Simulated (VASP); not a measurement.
# PbO (P6_3mc) in VASP: a series of runs

PbO is run at these levels: PBE; tasks: single point.

Everything below comes from runs of VASP 6.6.1. Logs are shortened: lines on timing, memory, paths and dates and some standing lists are left out, and cuts for length are marked.

**1. The cell of the first run**

The structure is hexagonal, space group P6_3mc (No. 186). The conventional cell has a = 4.113 Å, b = 4.113 Å, c = 5.736 Å, α = 90.00°, β = 90.00°, γ = 120.00°. Pb (site symmetry 3m) has 4 O at 2.31 to 2.44 Å within 3.1 Å. Within 3.1 Å of O (site symmetry 3m) lie 4 Pb at 2.31 to 2.44 Å.

**2. Single point, PBE (21.01 Å³/atom)**

File INCAR:

```
SYSTEM = PbO
PREC = Accurate
ENCUT = 520
EDIFF = 1E-6
ISMEAR = 0
SIGMA = 0.01
LREAL = .False.
LASPH = .True.
NELM = 60
ALGO = Normal
ISIF = 2
LWAVE = .False.
LCHARG = .True.
GGA = PE
LELF = .True.
LVHAR = .True.
NBANDS = 28
```

File KPOINTS:

```
regular mesh
0
Gamma
  6 6 4
  0 0 0
```

File POSCAR:

```
PbO
1.0
    4.1126790984      0.0000000000      0.0000000000
   -2.0563395492      3.5616845769      0.0000000000
    0.0000000000      0.0000000000      5.7360460366
Pb O
2 2
Direct
    0.3333333333      0.6666666667     -0.0141857210
    0.6666666667      0.3333333333      0.4858142790
    0.3333333333      0.6666666667      0.3891857210
    0.6666666667      0.3333333333      0.8891857210
```

Potentials or basis: VASP PAW PBE potentials, release 64 (Pb_d, O).

The run is started by

```sh
cat potpaw_PBE.64/Pb_d/POTCAR potpaw_PBE.64/O/POTCAR > POTCAR
mpirun -np 1 vasp_std > vasp.out
```

OUTCAR:

```text
SYSTEM = PbO
   PREC = Accurate
   ENCUT = 520
   EDIFF = 1E-6
   ISMEAR = 0
   LREAL = .False.
   LASPH = .True.
   NELM = 60
   ISIF = 2
   GGA = PE

 ion  position               nearest neighbor table
   1  0.333  0.667  0.986-   3 2.31   4 2.44   4 2.44   4 2.44   2 3.72   2 3.72   2 3.72   2 3.72
                             2 3.72   2 3.72
   2  0.667  0.333  0.486-   4 2.31   3 2.44   3 2.44   3 2.44   1 3.72   1 3.72   1 3.72   1 3.72
                             1 3.72   1 3.72
   3  0.333  0.667  0.389-   1 2.31   2 2.44   2 2.44   2 2.44
   4  0.667  0.333  0.889-   2 2.31   1 2.44   1 2.44   1 2.44

  LATTYP: Found a hexagonal cell.
 ALAT       =     4.1126790984
 C/A-ratio  =     1.3947224910

  Lattice vectors:

 A1 = (   4.1126790984,   0.0000000000,   0.0000000000)
 A2 = (  -2.0563395492,   3.5616845769,   0.0000000000)
 A3 = (   0.0000000000,   0.0000000000,   5.7360460366)

Analysis of symmetry for initial positions (statically):
=====================================================================
 Subroutine PRICEL returns:
 Original cell was already a primitive cell.

 Routine SETGRP: Setting up the symmetry group for a
 hexagonal supercell.

 Subroutine GETGRP returns: Found 12 space group operations
 (whereof  6 operations were pure point group operations)
 out of a pool of 24 trial point group operations.

The static configuration has the point symmetry C_3v.
 The point group associated with its full space group is C_6v.

Analysis of symmetry for dynamics (positions and initial velocities):
=====================================================================
 Subroutine PRICEL returns:
 Original cell was already a primitive cell.

 Routine SETGRP: Setting up the symmetry group for a
 hexagonal supercell.

 Subroutine GETGRP returns: Found 12 space group operations
 (whereof  6 operations were pure point group operations)
 out of a pool of 24 trial point group operations.

The dynamic configuration has the point symmetry C_3v.
 The point group associated with its full space group is C_6v.

 Subroutine INISYM returns: Found 12 space group operations
 (whereof  6 operations are pure point group operations),
 and found     1 'primitive' translations

----------------------------------------------------------------------------------------

                                     Primitive cell

  volume of cell :      84.0220

  direct lattice vectors                    reciprocal lattice vectors
     4.112679098  0.000000000  0.000000000     0.243150505  0.140383010  0.000000000
    -2.056339549  3.561684577  0.000000000     0.000000000  0.280766019  0.000000000
     0.000000000  0.000000000  5.736046037     0.000000000  0.000000000  0.174336118

  length of vectors
     4.112679098  4.112679098  5.736046037     0.280766019  0.280766019  0.174336118

  position of ions in fractional coordinates (direct lattice)
     0.333333333  0.666666667  0.985814279
     0.666666667  0.333333333  0.485814279
     0.333333333  0.666666667  0.389185721
     0.666666667  0.333333333  0.889185721

  ion indices of the primitive-cell ions
   primitive index   ion index
                 1           1
                 2           2
                 3           3
                 4           4

----------------------------------------------------------------------------------------

 KPOINTS: regular mesh

Automatic generation of k-mesh.
 Grid dimensions read from file:
 generate k-points for:    6    6    4

 Generating k-lattice:

  Cartesian coordinates                     Fractional coordinates (reciprocal lattice)
     0.040525084  0.023397168  0.000000000     0.166666667  0.000000000  0.000000000
     0.000000000  0.046794337  0.000000000     0.000000000  0.166666667  0.000000000
     0.000000000  0.000000000  0.043584030     0.000000000  0.000000000  0.250000000

  Length of vectors
     0.046794337  0.046794337  0.043584030

  Shift w.r.t. Gamma in fractional coordinates (k-lattice)
     0.000000000  0.000000000  0.000000000

 Subroutine IBZKPT returns following result:
 ===========================================

 Found     21 irreducible k-points:

 Following reciprocal coordinates:
            Coordinates               Weight
  0.000000  0.000000  0.000000      1.000000
  0.166667  0.000000  0.000000      6.000000
  0.333333  0.000000  0.000000      6.000000
  0.500000 -0.000000  0.000000      3.000000
  0.166667  0.166667  0.000000      6.000000
  0.333333  0.166667  0.000000     12.000000
[... 13 lines left out ...]
  0.333333  0.166667  0.500000     12.000000
  0.333333  0.333333  0.500000      2.000000
   k-points           NKPTS =     21   k-points in BZ     NKDIM =     21   number of bands    NBANDS=     28
   number of dos      NEDOS =    301   number of ions     NIONS =      4
   total plane-waves  NPLWV =  49152
   dimension x,y,z NGX =    32 NGY =   32 NGZ =   48
   dimension x,y,z NGXF=    64 NGYF=   64 NGZF=   96
   ions per type =               2   2
   NGX,Y,Z   is equivalent  to a cutoff of  12.94, 12.94, 13.91 a.u.
   NGXF,Y,Z  is equivalent  to a cutoff of  25.87, 25.87, 27.82 a.u.
 SYSTEM =  PbO
   PREC   = accura    normal or accurate (medium, high low for compatibility)
   ISTART =      0    job   : 0-new  1-cont  2-samecut
   ICHARG =      2    charge: 1-file 2-atom 10-const
   ISPIN  =      1    spin polarized calculation?
   LNONCOLLINEAR =      F non collinear calculations
   LSORBIT =      F    spin-orbit coupling
   LASPH  =      T    aspherical Exc in radial PAW
   ENCUT  =  520.0 eV  38.22 Ry    6.18 a.u.   7.65  7.65 10.67*2*pi/ulx,y,z
   NELM   =     60;   NELMIN=  2; NELMDL= -5     # of ELM steps
   EDIFF  = 0.1E-05   stopping-criterion for ELM
   LREAL  =      F    real-space projection
   EDIFFG = 0.1E-04   stopping-criterion for IOM
   NSW    =      0    number of steps for IOM
   IBRION =     -1    ionic relax: 0-MD 1-quasi-New 2-CG
   NFREE  =      0    steps in history (QN), initial steepest desc. (CG)
   ISIF   =      2    stress and relaxation
   ISYM   =      2    0-nonsym 1-usesym 2-fastsym
   POTIM  = 0.5000    time-step for ionic-motion
   TEBEG  =    0.0;   TEEND  =   0.0 temperature during run
   PSTRESS=    0.0 pullay stress
   NELECT =      40.0000    total number of electrons
   NUPDOWN=      -1.0000    fix difference up-down
   EMIN   =  10.00;   EMAX   =-10.00  energy-range for DOS
   EFERMI =   0.00;   METHOD = LEGACY
   ISMEAR =     0;   SIGMA  =   0.01  broadening in eV -4-tet -1-fermi 0-gaus
   EFERMI_NEDOS =   21; number of points for ismear=-14 and -15
   IALGO  =     38    algorithm
   IMIX   =      4    mixing-type and parameters
     AMIX     =   0.40;   BMIX     =  1.00
     AMIX_MAG =   1.60;   BMIX_MAG =  1.00
  volume/ion in A,a.u.               =      21.01       141.75
  Fermi-wavevector in a.u.,A,eV,Ry     =   1.278293  2.415624 22.232380  1.634034
  Thomas-Fermi vector in A             =   2.410844
   LORBIT       =      0    0 simple, 1 ext, 2 COOP (PROOUT), +10 PAW based schemes
   GGA     = PE    functional components
   LHFCALC =     F    Hartree Fock is set to
   AEXX    =    0.0000 exact exchange contribution
   IVDW    =     0    specifies the selected vdW correction
   LEPSILON=     F    determine dielectric tensor
   LRPA    =     F    only Hartree local field effects (RPA)
 non-spin polarized calculation
 Gauss-broadening in eV      SIGMA  =   0.01
  energy-cutoff  :      520.00
  volume of cell :       84.02
 maximum number of plane-waves:      2290
 NGX is ok and might be reduce to    32
   NGX = 15   NGY = 15   NGZ = 21

 number of electron      40.0000002 magnetization

 Free energy of the ion-electron system (eV)
  ---------------------------------------------------
  ext. energy  EPLUGINS =         0.00000000
  ---------------------------------------------------
  free energy    TOTEN  =       -20.81313265 eV

  energy without entropy =      -20.81313265  energy(sigma->0) =      -20.81313265

 E-fermi :   4.8969     XC(G=0):  -9.5445

 val. band max:        4.8147939699   @ k =   0.3333   0.3333   0.5000
 cond. band min:       6.7836299708   @ k =   0.5000  -0.0000   0.5000
 fundamental gap:      1.9688360008
 Fermi energy:         4.8969283551

 k-point     1 :       0.0000    0.0000    0.0000
  band No.  band energies     occupation
      1     -13.0409      2.00000
      2     -12.8874      2.00000
      3     -11.2642      2.00000
      4     -11.2642      2.00000
      5     -11.2313      2.00000
      6     -11.2313      2.00000
[... 20 lines left out ...]
     27      12.4784      0.00000
     28      15.1904      0.00000

 k-point     2 :       0.1667    0.0000    0.0000
  band No.  band energies     occupation
      1     -13.0312      2.00000
      2     -12.8960      2.00000
      3     -11.2623      2.00000
      4     -11.2311      2.00000
      5     -11.2201      2.00000
      6     -11.2148      2.00000
[... 20 lines left out ...]
     27      14.0937      0.00000
     28      15.0797      0.00000

 k-point     3 :       0.3333    0.0000    0.0000
  band No.  band energies     occupation
      1     -13.0108      2.00000
      2     -12.9239      2.00000
      3     -11.2714      2.00000
      4     -11.2381      2.00000
      5     -11.1999      2.00000
      6     -11.1830      2.00000
[... 20 lines left out ...]
     27      13.6791      0.00000
     28      15.3734      0.00000

 k-point     4 :       0.5000   -0.0000    0.0000
  band No.  band energies     occupation
      1     -12.9954      2.00000
      2     -12.9472      2.00000
      3     -11.2778      2.00000
      4     -11.2438      2.00000
      5     -11.1870      2.00000
      6     -11.1680      2.00000
[... 485 lines left out ...]
     27      14.6388      0.00000
     28      14.6388      0.00000

 k-point    20 :       0.3333    0.1667    0.5000
  band No.  band energies     occupation
      1     -12.9226      2.00000
      2     -12.9226      2.00000
      3     -11.2405      2.00000
      4     -11.2405      2.00000
      5     -11.2064      2.00000
      6     -11.2064      2.00000
[... 20 lines left out ...]
     27      14.7790      0.00000
     28      14.7790      0.00000

 k-point    21 :       0.3333    0.3333    0.5000
  band No.  band energies     occupation
      1     -12.9230      2.00000
      2     -12.9230      2.00000
      3     -11.2344      2.00000
      4     -11.2344      2.00000
      5     -11.2035      2.00000
      6     -11.2035      2.00000
[... 20 lines left out ...]
     27      15.0378      0.00000
     28      15.0378      0.00000

------------------------ aborting loop because EDIFF is reached ----------------------------------------

  FORCE on cell =-STRESS in cart. coord.  units (eV):
  Direction    XX          YY          ZZ          XY          YZ          ZX
  --------------------------------------------------------------------------------------
  -------------------------------------------------------------------------------------
  Total        2.3639620      2.3639620      2.4854269      0.0000000      0.0000000      0.0000000
  in kB       45.0773282     45.0773282     47.3934869      0.0000000      0.0000000      0.0000000
  external PRESSURE =      45.8493811 kB  Pullay stress =       0.0000000 kB

 VOLUME and BASIS-vectors are now :
 -----------------------------------------------------------------------------
  energy-cutoff  :      520.00
  volume of cell :       84.02
      direct lattice vectors                 reciprocal lattice vectors
     4.112679098  0.000000000  0.000000000     0.243150505  0.140383010  0.000000000
    -2.056339549  3.561684577  0.000000000     0.000000000  0.280766019  0.000000000
     0.000000000  0.000000000  5.736046037     0.000000000  0.000000000  0.174336118

 POSITION                                       TOTAL-FORCE (eV/Angst)
 -----------------------------------------------------------------------------------
     -0.00000      2.37446      5.65468         0.000000      0.000000     -0.172167
      2.05634      1.18723      2.78665         0.000000     -0.000000     -0.172167
     -0.00000      2.37446      2.23239         0.000000      0.000000      0.172167
      2.05634      1.18723      5.10041        -0.000000     -0.000000      0.172167
 -----------------------------------------------------------------------------------
    total drift:                               -0.000000      0.000000     -0.000098

  FREE ENERGIE OF THE ION-ELECTRON SYSTEM (eV)
  ---------------------------------------------------
  free  energy   TOTEN  =       -20.8131326477 eV

  energy  without entropy=      -20.8131326477  energy(sigma->0) =      -20.81313265
```

It took 22 s on 1 thread of Intel Xeon 6975P-C (Granite Rapids), shared host; peak memory 0.22 GiB.

Results:

```
Free energy            : -20.8131 eV
Pressure               : 4.6 GPa
Largest force          : 0.172 eV/Å
Band gap on the k mesh : 1.97 eV (least direct gap 2.27 eV)
```

Forces in eV/Å, atoms in the order of the input:
```
Pb   0.000  0.000 -0.172
Pb   0.000  0.000 -0.172
O    0.000  0.000  0.172
O    0.000  0.000  0.172
```

Levels at points of the mesh, in eV from the valence-band top:
| k point | band 18 | band 19 | band 20 | band 21 | band 22 | band 23 |
| --- | --- | --- | --- | --- | --- | --- |
| (0.00, 0.00, 0.00) | -2.20 | -2.20 | -2.18 | 3.66 | 4.92 | 4.92 |
| (0.50, 0.00, 0.00) | -2.63 | -0.96 | -0.56 | 2.18 | 3.31 | 4.81 |
| (0.00, 0.00, 0.50) | -2.55 | -1.70 | -1.70 | 3.63 | 3.63 | 5.07 |
| (0.50, 0.00, 0.50) | -2.83 | -0.69 | -0.69 | 1.97 | 1.97 | 4.94 |

Caveat: the cell stands under pressure; spin-orbit coupling is left out, which moves the levels of the heavy elements.

(Continued in part 2 of 2.)
